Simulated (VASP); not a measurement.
GdRe: single point with PBE+U

The system is GdRe.

```xyz
2
Lattice="3.4754 0.0000 0.0000 0.0000 3.4754 0.0000 0.0000 0.0000 3.4754" Properties=species:S:1:pos:R:3 pbc="T T T"
Gd    0.0000    0.0000    0.0000
Re    1.7377    1.7377    1.7377
```

| Property | Result |
| --- | --- |
| Program | VASP 6.6.1 |
| Task | single point |
| Functional | PBE |
| Potentials or basis | VASP PAW PBE potentials, release 64 (Gd, Re) |
| Cutoff | 520 eV |
| k mesh | 8 × 8 × 8 |
| Occupations | gaussian, width 0.05 eV |
| Spin | no spin polarisation |
| Hubbard terms | Gd f U = 6.0 eV |

```yaml
Pressure: -1.9 GPa
```

Levels at points of the mesh, in eV from the Fermi level:
```tsv
k point	band 9	band 10	band 11	band 12	band 13	band 14	band 15	band 16
(0.00, 0.00, 0.00)	-0.62	-0.62	-0.62	0.12	0.12	0.12	4.59	4.59
(0.50, 0.00, 0.00)	-0.94	-0.94	-0.80	0.42	0.42	1.03	1.71	2.19
(0.50, 0.50, 0.00)	-1.26	-0.70	-0.70	-0.50	1.69	1.82	2.78	2.78
(0.50, 0.50, 0.50)	-0.64	-0.64	-0.64	-0.13	-0.13	-0.13	1.77	1.77
```

Eigenvalues of the final occupation matrices:
```tsv
site	spin	trace	eigenvalues
site 1 f	1	3.70	0.01 0.01 0.01 0.92 0.92 0.92 0.93
site 1 f	2	3.70	0.01 0.01 0.01 0.92 0.92 0.92 0.93
```

Run time: 2.7 min on 1 thread of Intel(R) Xeon(R) 6975P-C (Granite Rapids) (shared host), peak memory 0.21 GiB.

Caveat: spin-orbit coupling is left out, which moves the levels of the heavy elements; U without spin polarisation on a metal has little footing. Spin polarisation is off, so any magnetic state and its effect on volume and gap are missing.
